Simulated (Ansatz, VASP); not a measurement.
SiC in VASP and in Ansatz

Contents of INCAR:

```
SYSTEM = SiC
PREC     = Accurate       ! precision mode
ENCUT    = 520            ! plane-wave cutoff, eV
EDIFF    = 1E-6           ! SCF threshold, eV
ISMEAR   = 0              ! smearing method
SIGMA    = 0.05           ! smearing width, eV
LREAL    = .False.        ! projectors in reciprocal space
LASPH    = .True.         ! aspherical terms in the spheres
NELM     = 80             ! most SCF steps
ALGO     = Normal         ! electronic algorithm
ISIF     = 2              ! what is computed and relaxed
LWAVE    = .False.        ! write WAVECAR
LCHARG   = .False.        ! write CHGCAR
GGA      = PE             ! functional
NBANDS   = 16             ! bands
```

KPOINTS

```
regular mesh
0
Gamma
  12 12 6
  0 0 0
```

POSCAR

```
SiC
1.0
    3.0650400263      0.0000000000      0.0000000000
   -1.5325200132      2.6544025264      0.0000000000
    0.0000000000      0.0000000000      5.1636729323
Si C
2 2
Direct
    0.3333333333      0.6666666667      0.0045639005
    0.6666666667      0.3333333333      0.5045639005
    0.3333333333      0.6666666667      0.4251748739
    0.6666666667      0.3333333333      0.9251748739
```

Input for Ansatz:

```yaml
crystal:
  lattice:
    - [3.0650400263, 0.0, 0.0]
    - [-1.5325200132, 2.6544025264, 0.0]
    - [0.0, 0.0, 5.1636729323]
  atoms:
    - { symbol: Si, position: [0.3333333333, 0.6666666667, 0.0045639005] }
    - { symbol: Si, position: [0.6666666667, 0.3333333333, 0.5045639005] }
    - { symbol: C, position: [0.3333333333, 0.6666666667, 0.4251748739] }
    - { symbol: C, position: [0.6666666667, 0.3333333333, 0.9251748739] }
basis:
  ecutwfc: 520.0
kpoints:
  mp_grid: { grid: [12, 12, 6] }
hamiltonian:
  xc: pbe
  pseudopotentials: { kind: paw, azcp: { folder: soft_1 } }
scf:
  occupations: { method: gaussian, width: 0.05 }
output:
  forces: true
  stress: true
  eigenvalues: true
```

Alike in both runs: task single point; functional PBE; k mesh 12 × 12 × 6; occupations gaussian, width 0.05 eV; no spin polarisation.

|  | VASP | Ansatz |
| --- | --- | --- |
| version | VASP 6.6.1 | Ansatz 0.2.0 |
| potentials or method | VASP PAW PBE potentials, release 64 (Si, C), cutoff 520 eV | scalar-relativistic, plane waves, PAW |
| valence electrons in the cell | 16 | 16 |

|  | VASP | Ansatz | Ansatz less VASP |
| --- | --- | --- | --- |
| gap on the k mesh at the Fermi level (eV) | 1.95 | 1.95 | +0.007 |
| least direct gap on the mesh (eV) | 4.00 | 4.00 | +0.001 |
| pressure (GPa) | 6.2 | 6.3 | +0.09 |
| traceless stress, the component that is largest in VASP (GPa) | -15.14 | -15.15 | -0.010 |
| rms of the force components (eV/Å) | 1.273 | 1.271 | -0.0023 |

Atom by atom the forces differ by 0.002 eV/Å (rms over components).
